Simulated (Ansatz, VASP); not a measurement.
# One calculation of MnO2, two programs

The input POSCAR:

```
MnO2
1.0
    9.2640000000      0.0000000000      0.0000000000
    0.0000000000      2.8590000000      0.0000000000
    0.0000000000      0.0000000000      4.5130000000
Mn O
4 8
Direct
    0.1390000000      0.2500000000      0.0290000000
    0.8610000000      0.7500000000      0.9710000000
    0.3610000000      0.7500000000      0.5290000000
    0.6390000000      0.2500000000      0.4710000000
    0.7910000000      0.2500000000      0.2150000000
    0.2090000000      0.7500000000      0.7850000000
    0.7090000000      0.7500000000      0.7150000000
    0.2910000000      0.2500000000      0.2850000000
    0.9450000000      0.2500000000      0.7230000000
    0.0550000000      0.7500000000      0.2770000000
    0.5550000000      0.7500000000      0.2230000000
    0.4450000000      0.2500000000      0.7770000000
```

Contents of INCAR.step1:

```
SYSTEM = MnO2
ALGO = Normal ; EDIFF = 1E-4
ENCUT = 520 ; GGA = PE
ISMEAR = -1 ; ISPIN = 2
KPAR = 4 ; LASPH = .TRUE.
LCHARG = .FALSE. ; LMAXMIX = 4
LREAL = .FALSE. ; LWAVE = .TRUE.
MAGMOM = 4.5 4.5 4.5 4.5 0 0 0 0 0 0 0 0 ; NBANDS = 66
NELM = 150 ; PREC = Accurate
SIGMA = 0.03
```

The input INCAR.step2:

```
SYSTEM = MnO2
ALGO = Normal ; EDIFF = 1E-6
ENCUT = 520 ; ISIF = 2
ISMEAR = -1 ; ISPIN = 2
ISTART = 1 ; KPAR = 4
LASPH = .TRUE. ; LCHARG = .FALSE.
LMAXMIX = 4 ; LMIXTAU = .TRUE.
LORBIT = 11 ; LREAL = .FALSE.
LWAVE = .FALSE. ; MAGMOM = 4.5 4.5 4.5 4.5 0 0 0 0 0 0 0 0
METAGGA = R2SCAN ; NBANDS = 66
NELM = 150 ; PREC = Accurate
SIGMA = 0.03
```

File KPOINTS:

```
k-points
0
G
  2 6 4
  0 0 0
```

Input for Ansatz:

```yaml
crystal:
  lattice:
    - [9.264, 0.0, 0.0]
    - [0.0, 2.859, 0.0]
    - [0.0, 0.0, 4.513]
  atoms:
    - { symbol: Mn, position: [0.139, 0.25, 0.029], spin: 4.5 }
    - { symbol: Mn, position: [0.861, 0.75, 0.971], spin: 4.5 }
    - { symbol: Mn, position: [0.361, 0.75, 0.529], spin: 4.5 }
    - { symbol: Mn, position: [0.639, 0.25, 0.471], spin: 4.5 }
    - { symbol: O, position: [0.791, 0.25, 0.215] }
    - { symbol: O, position: [0.209, 0.75, 0.785] }
    - { symbol: O, position: [0.709, 0.75, 0.715] }
    - { symbol: O, position: [0.291, 0.25, 0.285] }
    - { symbol: O, position: [0.945, 0.25, 0.723] }
    - { symbol: O, position: [0.055, 0.75, 0.277] }
    - { symbol: O, position: [0.555, 0.75, 0.223] }
    - { symbol: O, position: [0.445, 0.25, 0.777] }
magnetization:
  spin_polarized: true
hamiltonian:
  xc: r2scan
  pseudopotentials: { kind: paw }
basis:
  ecutwfc: 500
kpoints:
  mp_grid: { grid: [2, 6, 4] }
scf:
  occupations: { method: fermi_dirac, width: 0.03 }
  lower_state_search: "off"
output:
  forces: true
  stress: true
  write_density: true
  write_potential: true
  elf: true
  volumetric_format: npy
```

Alike in both runs: task single point; functional r2SCAN; k mesh 2 × 6 × 4; occupations fermi-dirac, width 0.03 eV; collinear spin.

|  | VASP | Ansatz |
| --- | --- | --- |
| version | VASP 6.6.1 | Ansatz 0.2.0 |
| potentials or method | VASP PAW PBE potentials, release 64 (Mn_pv, O), cutoff 520 eV | PAW, plane waves, scalar-relativistic |
| valence electrons in the cell | 100 | 108 |

```tsv
	VASP	Ansatz	Ansatz less VASP
pressure (GPa)	-12.6	-13.6	-0.98
traceless stress, the component that is largest in VASP (GPa)	-12.48	-12.54	-0.062
rms of the force components (eV/Å)	1.516	1.541	+0.0257
net moment per atom (μB)	1.00	1.00	0.000
size of the moment on the site where the two differ most (μB)	2.98	2.56	-0.417
```

VASP's potentials were made for PBE, not for r2SCAN. Site moments also hang on the region over which each program counts them. Atom by atom the forces differ by 0.050 eV/Å (rms over components). VASP's potentials hold 100 valence electrons a cell and Ansatz's 108, so a difference there can come from the potentials and not from the codes. Ansatz's warnings: stability check not made.
